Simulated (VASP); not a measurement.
Write the native input for VASP 6.6.1 that does the following.

- Task: single point
- Functional: PBEsol
- Potentials or basis: VASP PAW PBE potentials, release 64 (Ba_sv, Zr_sv, O)
- Cutoff: 520 eV
- k mesh: 4 × 4 × 4
- Occupations: gaussian, width 0.01 eV
- Spin: no spin polarisation
- Dipole correction: no
- Further INCAR settings: ALGO = Normal; EDIFF = 1e-06; NBANDS = 51

The structure of BaZrO3 lies in POSCAR:

```
BaZrO3
1.0
   -2.9769700000      2.9769700000      4.2139400000
    2.9769700000     -2.9769700000      4.2139400000
    2.9769700000      2.9769700000     -4.2139400000
Ba Zr O
2 2 6
Direct
    0.7500000000      0.2500000000      0.5000000000
    0.2500000000      0.7500000000      0.5000000000
    0.0000000000      0.0000000000      0.0000000000
    0.5000000000      0.5000000000      0.0000000000
    0.7500000000      0.7500000000      0.0000000000
    0.2500000000      0.2500000000      0.0000000000
    0.2393700000      0.7393700000      0.9787300000
    0.7606300000      0.2606300000      0.0212700000
    0.7393700000      0.7606300000      0.5000000000
    0.2606300000      0.2393700000      0.5000000000
```

One way to write it, as run:

INCAR

```
PREC = Accurate
ENCUT = 520
EDIFF = 1E-6
ISMEAR = 0
SIGMA = 0.01
LREAL = F
LASPH = T
NELM = 100
ALGO = Normal
ISIF = 2
LWAVE = F
LCHARG = T
GGA = PS
LELF = T
LVHAR = T
NBANDS = 51
```

KPOINTS

```
Automatic mesh
0
Gamma
  4 4 4
```

Potentials or basis: VASP PAW PBE potentials, release 64 (Ba_sv, Zr_sv, O).

The run is started by

```bash
$ cat potpaw_PBE.64/Ba_sv/POTCAR potpaw_PBE.64/Zr_sv/POTCAR potpaw_PBE.64/O/POTCAR > POTCAR
$ mpirun -np 1 vasp_std > vasp.out
```

Results of the run:

```yaml
Pressure: -2.4 GPa
Largest_force: 0.003 eV/Å
Band_gap_on_the_k_mesh: 3.10 eV
```

Caveat: the PAW data sets were made with another functional, which shifts forces and pressure a little; spin-orbit coupling is left out, which moves the levels of the heavy elements.

Wall time 5.5 min on 1 thread of AMD EPYC 7R13, on a shared host, peak memory 0.38 GiB.
